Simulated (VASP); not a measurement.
BN:

```
B N
1.0
     2.52652    0.00000    0.00000
    -1.26326    2.18803    0.00000
     0.00000    0.00000    3.15798
B N
2 2
Direct
  0.33333 0.66667 0.25000
  0.66667 0.33333 0.75000
  0.66667 0.33333 0.25000
  0.33333 0.66667 0.75000
```

* Program: VASP 6.6.1
* Task: relaxation of cell and atoms
* Functional: PBE
* Potentials or basis: VASP PAW PBE potentials, release 64 (B, N)
* Cutoff: 600 eV
* k mesh: 12 × 12 × 8
* Occupations: fermi-dirac, width 0.02 eV
* Spin: no spin polarisation

At the start: pressure 212.9 GPa; volume 4.36 Å³/atom.

Q: How do energy, volume and symmetry change on relaxing?

A: Over 14 steps the energy falls by 1739.7 meV/atom and the volume is 6.76 Å³/atom (+54.8 %); space group P6_3/mmc (No. 194, to 0.1 Å) before and after.

The path:
```csv
step,energy change (eV),largest force (eV/Å),pressure (GPa),volume (Å³)
1,0.0000,0.0000,212.95,17.46
2,-2.2102,0.0000,-74.61,36.07
3,-4.7586,0.0000,-20.52,25.84
4,-6.4629,0.0000,13.25,24.67
5,-6.5792,0.0000,43.18,23.98
6,-6.6659,0.0000,11.36,27.50
7,-6.8254,0.0000,23.74,25.94
8,-6.8508,0.0000,-18.81,28.15
9,-6.9589,0.0000,-0.43,27.07
10,-6.9589,0.0000,0.00,27.05
11,-6.9589,0.0000,0.13,27.03
12,-6.9589,0.0000,0.24,27.02
13,-6.9589,0.0000,-0.24,27.04
14,-6.9590,0.0000,-0.01,27.03
```

Final structure:
```
B N
1.0
     2.51950    0.00000    0.00000
    -1.25975    2.18195    0.00000
     0.00000    0.00000    4.91715
B N
2 2
Cartesian
  0.0000 1.4546 1.2293
  1.2598 0.7273 3.6879
  1.2598 0.7273 1.2293
  0.0000 1.4546 3.6879
```

Caveat: the volume moved by over 15 % at a fixed basis, so the end points are rough.
